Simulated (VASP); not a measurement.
# WS2 (P6_3/mmc) in VASP: further runs, part 2 of 2

VASP 6.6.1. Earlier steps stand in the parts before.

**5. Single point, LDA**

This run uses another cell than the first one, of 17.16 Å³/atom.

The input, INCAR:

```
PREC = Accurate
ENCUT = 500
EDIFF = 1E-6
ISMEAR = 0
SIGMA = 0.02
LREAL = False
LASPH = True
NELM = 120
ALGO = Normal
ISIF = 2
LWAVE = False
LCHARG = False
NBANDS = 35
GGA_COMPAT = False
```

The input, KPOINTS:

```
Automatic mesh
0
Gamma
  12 12 4
```

The input, POSCAR:

```
WS2
1.0
    3.1268219304      0.0000000000      0.0000000000
   -1.5634109652      2.7079072248      0.0000000000
    0.0000000000      0.0000000000     12.1593688269
W S
2 4
Direct
    0.3333333333      0.6666666667      0.2500000000
    0.6666666667      0.3333333333      0.7500000000
    0.3333333333      0.6666666667      0.6215372132
    0.6666666667      0.3333333333      0.1215372132
    0.3333333333      0.6666666667      0.8784627868
    0.6666666667      0.3333333333      0.3784627868
```

Potentials or basis: VASP PAW LDA potentials, release 64 (W_sv, S).

Launch:

```console
> cat potpaw_LDA.64/W_sv/POTCAR potpaw_LDA.64/S/POTCAR > POTCAR
> mpirun -np 1 vasp_std > vasp.out
```

OUTCAR:

```text
PREC = Accurate
   ENCUT = 500
   EDIFF = 1E-6
   ISMEAR = 0
   LREAL = False
   LASPH = True
   NELM = 120
   ISIF = 2

 ion  position               nearest neighbor table
   1  0.333  0.667  0.250-   4 2.39   6 2.39   4 2.39   6 2.39   4 2.39   6 2.39
   2  0.667  0.333  0.750-   3 2.39   5 2.39   3 2.39   5 2.39   3 2.39   5 2.39
   3  0.333  0.667  0.622-   2 2.39   2 2.39   2 2.39
   4  0.667  0.333  0.122-   1 2.39   1 2.39   1 2.39
   5  0.333  0.667  0.878-   2 2.39   2 2.39   2 2.39
   6  0.667  0.333  0.378-   1 2.39   1 2.39   1 2.39

  LATTYP: Found a hexagonal cell.
 ALAT       =     3.1268219304
 C/A-ratio  =     3.8887308256

  Lattice vectors:

 A1 = (   3.1268219304,   0.0000000000,   0.0000000000)
 A2 = (  -1.5634109652,   2.7079072248,   0.0000000000)
 A3 = (   0.0000000000,   0.0000000000,  12.1593688269)

Analysis of symmetry for initial positions (statically):
=====================================================================
 Subroutine PRICEL returns:
 Original cell was already a primitive cell.

 Routine SETGRP: Setting up the symmetry group for a
 hexagonal supercell.

 Subroutine GETGRP returns: Found 24 space group operations
 (whereof 12 operations were pure point group operations)
 out of a pool of 24 trial point group operations.

The static configuration has the point symmetry D_3d.
 The point group associated with its full space group is D_6h.

Analysis of symmetry for dynamics (positions and initial velocities):
=====================================================================
 Subroutine PRICEL returns:
 Original cell was already a primitive cell.

 Routine SETGRP: Setting up the symmetry group for a
 hexagonal supercell.

 Subroutine GETGRP returns: Found 24 space group operations
 (whereof 12 operations were pure point group operations)
 out of a pool of 24 trial point group operations.

The dynamic configuration has the point symmetry D_3d.
 The point group associated with its full space group is D_6h.
[... 129 lines left out ...]
  Fermi-wavevector in a.u.,A,eV,Ry     =   1.303747  2.463724 23.126584  1.699756
  Thomas-Fermi vector in A             =   2.434729
   LORBIT       =      0    0 simple, 1 ext, 2 COOP (PROOUT), +10 PAW based schemes
   GGA     = CA    functional components
   LHFCALC =     F    Hartree Fock is set to
   AEXX    =    0.0000 exact exchange contribution
   IVDW    =     0    specifies the selected vdW correction
   LEPSILON=     F    determine dielectric tensor
   LRPA    =     F    only Hartree local field effects (RPA)
 non-spin polarized calculation
 Gauss-broadening in eV      SIGMA  =   0.02
  energy-cutoff  :      500.00
  volume of cell :      102.96
 maximum number of plane-waves:      2636
 NGX is ok and might be reduce to    24
   NGX = 11   NGY = 11   NGZ = 45

 number of electron      51.9999994 magnetization

 Free energy of the ion-electron system (eV)
  ---------------------------------------------------
  ext. energy  EPLUGINS =         0.00000000
  ---------------------------------------------------
  free energy    TOTEN  =       -52.52547605 eV

  energy without entropy =      -52.52547605  energy(sigma->0) =      -52.52547605

 E-fermi :   8.1048     XC(G=0): -11.4197

 val. band max:        7.7757194793   @ k =   0.0000   0.0000   0.0000
 cond. band min:       8.6284045937   @ k =   0.1667   0.1667   0.0000
 fundamental gap:      0.8526851144
 Fermi energy:         8.1048274152

 k-point     1 :       0.0000    0.0000    0.0000
  band No.  band energies     occupation
      1     -66.3749      2.00000
      2     -66.3749      2.00000
      3     -30.9373      2.00000
      4     -30.9373      2.00000
      5     -30.7168      2.00000
      6     -30.7168      2.00000
[... 901 lines left out ...]
     34      11.8888      0.00000
     35      13.5375      0.00000

 [... further k-points ...]

------------------------ aborting loop because EDIFF is reached ----------------------------------------

  FORCE on cell =-STRESS in cart. coord.  units (eV):
  Direction    XX          YY          ZZ          XY          YZ          ZX
  --------------------------------------------------------------------------------------
  -------------------------------------------------------------------------------------
  Total        0.2572781      0.2572781      0.2603789     -0.0000000      0.0000000      0.0000000
  in kB        4.0037353      4.0037353      4.0519907     -0.0000000      0.0000000      0.0000000
  external PRESSURE =       4.0198204 kB  Pullay stress =       0.0000000 kB

 VOLUME and BASIS-vectors are now :
 -----------------------------------------------------------------------------
  energy-cutoff  :      500.00
  volume of cell :      102.96
      direct lattice vectors                 reciprocal lattice vectors
     3.126821930  0.000000000  0.000000000     0.319813543  0.184644435  0.000000000
    -1.563410965  2.707907225  0.000000000     0.000000000  0.369288870  0.000000000
     0.000000000  0.000000000 12.159368827     0.000000000  0.000000000  0.082241111

 POSITION                                       TOTAL-FORCE (eV/Angst)
 -----------------------------------------------------------------------------------
     -0.00000      1.80527      3.03984        -0.000000     -0.000000     -0.000000
      1.56341      0.90264      9.11953         0.000000      0.000000     -0.000000
     -0.00000      1.80527      7.55750         0.000000     -0.000000     -0.047974
      1.56341      0.90264      1.47782        -0.000000      0.000000     -0.047974
     -0.00000      1.80527     10.68155         0.000000     -0.000000      0.047974
      1.56341      0.90264      4.60187        -0.000000      0.000000      0.047974
 -----------------------------------------------------------------------------------
    total drift:                                0.000000     -0.000000      0.000000

  FREE ENERGIE OF THE ION-ELECTRON SYSTEM (eV)
  ---------------------------------------------------
  free  energy   TOTEN  =       -52.5254760537 eV

  energy  without entropy=      -52.5254760537  energy(sigma->0) =      -52.52547605
```

OSZICAR:

```text
N       E                     dE             d eps       ncg     rms          rms(c)
DAV:   1     0.496827693244E+03    0.49683E+03   -0.27845E+04  4382   0.145E+03
DAV:   2    -0.241234151442E+02   -0.52095E+03   -0.50315E+03  4647   0.405E+02
DAV:   3    -0.544389001881E+02   -0.30315E+02   -0.29823E+02  4917   0.941E+01
DAV:   4    -0.551319491103E+02   -0.69305E+00   -0.68992E+00  4824   0.150E+01
DAV:   5    -0.551456542256E+02   -0.13705E-01   -0.13699E-01  4806   0.221E+00    0.405E+01
DAV:   6    -0.529223987738E+02    0.22233E+01   -0.72669E+00  4541   0.181E+01    0.169E+01
DAV:   7    -0.526863530298E+02    0.23605E+00   -0.25634E+00  4348   0.826E+00    0.680E+00
DAV:   8    -0.525282028164E+02    0.15815E+00   -0.40446E-01  4504   0.437E+00    0.204E+00
DAV:   9    -0.525286442923E+02   -0.44148E-03   -0.52986E-02  4752   0.114E+00    0.108E+00
DAV:  10    -0.525258411387E+02    0.28032E-02   -0.22741E-02  4736   0.975E-01    0.362E-01
DAV:  11    -0.525255144603E+02    0.32668E-03   -0.32800E-03  4380   0.353E-01    0.179E-01
DAV:  12    -0.525254834031E+02    0.31057E-04   -0.12226E-04  4554   0.685E-02    0.848E-02
DAV:  13    -0.525254773281E+02    0.60750E-05   -0.30443E-05  4567   0.339E-02    0.424E-02
DAV:  14    -0.525254769007E+02    0.42746E-06   -0.12926E-05  4174   0.219E-02    0.272E-02
DAV:  15    -0.525254760537E+02    0.84691E-06   -0.16305E-06  2598   0.923E-03
   1 F= -.52525476E+02 E0= -.52525476E+02  d E =-.494011-122
```

stdout:

```text
POSCAR found type information on POSCAR W S
 POSCAR found :  2 types and       6 ions
 scaLAPACK will be used
 LDA part: xc-table for (Slater(with rela. corr.)+CA(PZ))
 , standard interpolation
 POSCAR, INCAR and KPOINTS ok, starting setup
 FFT: planning ... GRIDC
 FFT: planning ... GRID_SOFT
 FFT: planning ... GRID
 WAVECAR not read
 entering main loop
```

Wall time 2.7 min (1 thread of Intel Xeon 8259CL, shared host); peak memory 0.28 GiB.

What came out:

```yaml
Free_energy: -52.5255 eV
Pressure: 0.4 GPa
Largest_force: 0.048 eV/Å
Band_gap_on_the_k_mesh: 0.85 eV (least direct gap 1.89 eV)
```

Forces on the atoms (eV/Å):
```
W    0.000  0.000  0.000
W    0.000  0.000  0.000
S    0.000  0.000 -0.048
S    0.000  0.000 -0.048
S    0.000  0.000  0.048
S    0.000  0.000  0.048
```

Levels at points of the mesh, in eV from the valence-band top:
```tsv
k point	band 24	band 25	band 26	band 27	band 28	band 29
(0.00, 0.00, 0.00)	-1.45	-1.40	0.00	2.32	2.32	2.33
(0.50, 0.00, 0.00)	-1.78	-1.73	-1.59	2.33	2.38	2.55
(0.00, 0.00, 0.50)	-2.27	-0.33	-0.33	2.31	2.31	2.31
(0.50, 0.00, 0.50)	-1.85	-1.67	-1.67	2.35	2.35	2.78
```

Caveat: spin-orbit coupling is left out, which moves the levels of the heavy elements. A k mesh can miss the band edges.

**6. Overview**

```csv
cell,gap on the mesh (eV),pressure (GPa),largest force (eV/Å)
"a = 3.077, b = 3.077, c = 11.430 Å, angles 90.0, 90.0, 120.0°, 6 atoms, atomic positions A",0.44,7.7,0.05
"a = 3.098, b = 3.098, c = 11.647 Å, angles 90.0, 90.0, 120.0°, 6 atoms, atomic positions B",0.58,4.4,0.04
"a = 3.114, b = 3.114, c = 11.889 Å, angles 90.0, 90.0, 120.0°, 6 atoms, atomic positions C",0.72,2.0,0.05
"a = 3.127, b = 3.127, c = 12.159 Å, angles 90.0, 90.0, 120.0°, 6 atoms, atomic positions D",0.85,0.4,0.05
```

Alike in all rows: task single point; level LDA; potentials or basis VASP PAW LDA potentials, release 64 (W_sv, S); no spin polarisation; k mesh 12 × 12 × 4; cutoff (eV) 500; smearing gaussian 0.02 eV.

Caveats: spin-orbit coupling is left out, which moves the levels of the heavy elements; the cell stands under pressure (at least some runs).

Total energies depend on the potentials used, so only differences within one code and one set of settings carry meaning.
